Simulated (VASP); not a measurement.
# CuO (C2/c) in VASP: single point with PBEsol

Aim: the single point of CuO with PBEsol.

Everything below comes from runs of VASP 6.6.1. Logs are shortened: lines on timing, memory, paths and dates and some standing lists are left out, and cuts for length are marked.

## Step 1: The cell of the first run

The typed cell holds 4 atoms: a = 2.922 Å, b = 2.922 Å, c = 5.098 Å, α = 90.03°, β = 90.03°, γ = 89.92°.

## Step 2: Single point, PBEsol

INCAR

```
ALGO = Normal ; EDIFF = 1E-6
ENCUT = 520 ; GGA = PS
ISIF = 2 ; ISMEAR = 0
LASPH = T ; LCHARG = F
LREAL = F ; LWAVE = F
NBANDS = 25 ; NELM = 80
PREC = Accurate ; SIGMA = 0.1
```

KPOINTS

```
k-points
0
Gamma
  14 14 8
```

POSCAR

```
CuO
1.0
    2.0673147708     -2.0649344544      0.0439533843
    2.0673147708      2.0649344544      0.0439533843
   -0.1117071449      0.0000000000      5.0971455127
Cu O
2 2
Direct
    0.5000000000      0.0000000000      0.5000000000
    0.0000000000      0.5000000000      0.0000000000
    0.5001811658      0.4998188342      0.2500000000
    0.4998188342      0.5001811658      0.7500000000
```

Potentials or basis: VASP PAW PBE potentials, release 64 (Cu, O).

On the command line:

```
> cat potpaw_PBE.64/Cu/POTCAR potpaw_PBE.64/O/POTCAR > POTCAR
> mpirun -np 1 vasp_std > vasp.out
```

OUTCAR:

```text
EDIFF = 1E-6
   ENCUT = 520
   GGA = PS
   ISIF = 2
   ISMEAR = 0
   LASPH = T
   LREAL = F
   NELM = 80
   PREC = Accurate

 ion  position               nearest neighbor table
   1  0.500  0.000  0.500-   4 1.94   3 1.94   4 1.94   3 1.94
   2  0.000  0.500  0.000-   3 1.94   4 1.94   4 1.94   3 1.94
   3  0.500  0.500  0.250-   1 1.94   2 1.94   2 1.94   1 1.94
   4  0.500  0.500  0.750-   2 1.94   1 1.94   2 1.94   1 1.94

  LATTYP: Found a base centered monoclinic cell.
 ALAT       =     4.1355639333
 B/A-ratio  =     0.9986229147
 C/A-ratio  =     1.2328111750
 COS(beta)  =    -0.0006542239

  Lattice vectors:

 A1 = (   2.0673147708,  -2.0649344544,   0.0439533843)
 A2 = (   2.0673147708,   2.0649344544,   0.0439533843)
 A3 = (  -0.1117071449,   0.0000000000,   5.0971455127)

Analysis of symmetry for initial positions (statically):
=====================================================================
 Subroutine PRICEL returns:
 Original cell was already a primitive cell.

 Routine SETGRP: Setting up the symmetry group for a
 base centered monoclinic supercell.

 Subroutine GETGRP returns: Found  4 space group operations
 (whereof  2 operations were pure point group operations)
 out of a pool of  4 trial point group operations.

The static configuration has the point symmetry S_2 .
 The point group associated with its full space group is C_2h.

Analysis of symmetry for dynamics (positions and initial velocities):
=====================================================================
 Subroutine PRICEL returns:
 Original cell was already a primitive cell.

 Routine SETGRP: Setting up the symmetry group for a
 base centered monoclinic supercell.

 Subroutine GETGRP returns: Found  4 space group operations
 (whereof  2 operations were pure point group operations)
 out of a pool of  4 trial point group operations.

The dynamic configuration has the point symmetry S_2 .
 The point group associated with its full space group is C_2h.

 Subroutine INISYM returns: Found  4 space group operations
 (whereof  2 operations are pure point group operations),
 and found     1 'primitive' translations

----------------------------------------------------------------------------------------

                                     Primitive cell

[... 86 lines left out ...]
   ISTART =      0    job   : 0-new  1-cont  2-samecut
   ICHARG =      2    charge: 1-file 2-atom 10-const
   ISPIN  =      1    spin polarized calculation?
   LNONCOLLINEAR =      F non collinear calculations
   LSORBIT =      F    spin-orbit coupling
   LASPH  =      T    aspherical Exc in radial PAW
   ENCUT  =  520.0 eV  38.22 Ry    6.18 a.u.   5.43  5.43  9.48*2*pi/ulx,y,z
   NELM   =     80;   NELMIN=  2; NELMDL= -5     # of ELM steps
   EDIFF  = 0.1E-05   stopping-criterion for ELM
   LREAL  =      F    real-space projection
   EDIFFG = 0.1E-04   stopping-criterion for IOM
   NSW    =      0    number of steps for IOM
   IBRION =     -1    ionic relax: 0-MD 1-quasi-New 2-CG
   NFREE  =      0    steps in history (QN), initial steepest desc. (CG)
   ISIF   =      2    stress and relaxation
   ISYM   =      2    0-nonsym 1-usesym 2-fastsym
   POTIM  = 0.5000    time-step for ionic-motion
   TEBEG  =    0.0;   TEEND  =   0.0 temperature during run
   PSTRESS=    0.0 pullay stress
   NELECT =      34.0000    total number of electrons
   NUPDOWN=      -1.0000    fix difference up-down
   EMIN   =  10.00;   EMAX   =-10.00  energy-range for DOS
   EFERMI =   0.00;   METHOD = LEGACY
   ISMEAR =     0;   SIGMA  =   0.10  broadening in eV -4-tet -1-fermi 0-gaus
   EFERMI_NEDOS =   21; number of points for ismear=-14 and -15
   IALGO  =     38    algorithm
   IMIX   =      4    mixing-type and parameters
     AMIX     =   0.40;   BMIX     =  1.00
     AMIX_MAG =   1.60;   BMIX_MAG =  1.00
  volume/ion in A,a.u.               =      10.88        73.45
  Fermi-wavevector in a.u.,A,eV,Ry     =   1.507569  2.848891 30.922816  2.272763
  Thomas-Fermi vector in A             =   2.618137
   LORBIT       =      0    0 simple, 1 ext, 2 COOP (PROOUT), +10 PAW based schemes
   GGA     = PS    functional components
   LHFCALC =     F    Hartree Fock is set to
   AEXX    =    0.0000 exact exchange contribution
   IVDW    =     0    specifies the selected vdW correction
   LEPSILON=     F    determine dielectric tensor
   LRPA    =     F    only Hartree local field effects (RPA)
 non-spin polarized calculation
 Gauss-broadening in eV      SIGMA  =   0.10
  energy-cutoff  :      520.00
  volume of cell :       43.54
 maximum number of plane-waves:      1195
 NGX is ok and might be reduce to    24
   NGX = 11   NGY = 11   NGZ = 19

 number of electron      33.9999987 magnetization

 Free energy of the ion-electron system (eV)
  ---------------------------------------------------
  ext. energy  EPLUGINS =         0.00000000
  ---------------------------------------------------
  free energy    TOTEN  =       -21.47853925 eV

  energy without entropy =      -21.46580181  energy(sigma->0) =      -21.47217053

 E-fermi :   4.9695     XC(G=0): -11.6885

 val. band max:        4.9632762712   @ k =   0.5000  -0.0000   0.2500
 cond. band min:       4.9697513139   @ k =   0.4286   0.4286   0.3750
 fundamental gap:      0.0064750426
 Fermi energy:         4.9694637267

 k-point     1 :       0.0000    0.0000    0.0000
  band No.  band energies     occupation
      1     -14.9516      2.00000
      2     -13.5438      2.00000
      3      -3.3995      2.00000
      4      -0.6443      2.00000
      5      -0.6413      2.00000
      6       1.1043      2.00000
[... 661 lines left out ...]
     24      17.8265      0.00000
     25      19.7057      0.00000

 [... further k-points ...]
[... 5 lines left out ...]
  --------------------------------------------------------------------------------------
  -------------------------------------------------------------------------------------
  Total       -0.6797227     -0.6740100     -0.5752421      0.0000000      0.0000000     -0.0005282
  in kB      -25.0132519    -24.8030296    -21.1684483      0.0000000      0.0000000     -0.0194357
  external PRESSURE =     -23.6615766 kB  Pullay stress =       0.0000000 kB

 VOLUME and BASIS-vectors are now :
 -----------------------------------------------------------------------------
  energy-cutoff  :      520.00
  volume of cell :       43.54
      direct lattice vectors                 reciprocal lattice vectors
     2.067314771 -2.064934454  0.043953384     0.241746995 -0.242138436  0.005298037
     2.067314771  2.064934454  0.043953384     0.241746995  0.242138436  0.005298037
    -0.111707145  0.000000000  5.097145513    -0.004169235  0.000000000  0.196096867

 POSITION                                       TOTAL-FORCE (eV/Angst)
 -----------------------------------------------------------------------------------
      0.97780     -1.03247      2.57055         0.000000     -0.000000     -0.000000
      1.03366      1.03247      0.02198         0.000000      0.000000     -0.000000
      2.03939     -0.00075      1.31824        -0.000000      0.000166     -0.000000
      1.98353      0.00075      3.86681         0.000000     -0.000166      0.000000
 -----------------------------------------------------------------------------------
    total drift:                                0.000000     -0.000000     -0.000000

  FREE ENERGIE OF THE ION-ELECTRON SYSTEM (eV)
  ---------------------------------------------------
  free  energy   TOTEN  =       -21.4785392463 eV

  energy  without entropy=      -21.4658018078  energy(sigma->0) =      -21.47217053
```

stdout:

```text
POSCAR found type information on POSCAR CuO
 POSCAR found :  2 types and       4 ions
 scaLAPACK will be used
 -----------------------------------------------------------------------------
|                                                                             |
|                                                                             |
|     You enforced a specific xc type in the INCAR file but a different       |
|     I HOPE YOU KNOW WHAT YOU ARE DOING!                                     |
|                                                                             |
 -----------------------------------------------------------------------------

 LDA part: xc-table for (Slater+PW92), standard interpolation
 POSCAR, INCAR and KPOINTS ok, starting setup
 FFT: planning ... GRIDC
 FFT: planning ... GRID_SOFT
 FFT: planning ... GRID
 WAVECAR not read
 entering main loop
```

It took 6.1 min on 1 thread of Intel Xeon Platinum 8375C at 2.90GHz (Ice Lake), shared host; peak memory 0.47 GiB.

Results:

* Free energy: -21.4785 eV
* Pressure: -2.4 GPa
* Band gap on the k mesh: zero (band 17 reaches 5.65 eV, above the bottom of band 18 at 4.43 eV)

Stress tensor (GPa, compression positive):
```
-2.50  0.00  0.00
 0.00 -2.48  0.00
 0.00  0.00 -2.12
```

Caveat: the PAW data sets were made with another functional, which shifts forces and pressure a little; semilocal functionals often make such compounds metallic where correlation or magnetic order opens a gap, which also shifts bond lengths. With open d or f shells a metallic result of PBEsol can be an artefact of self-interaction; +U or a hybrid may open a gap.
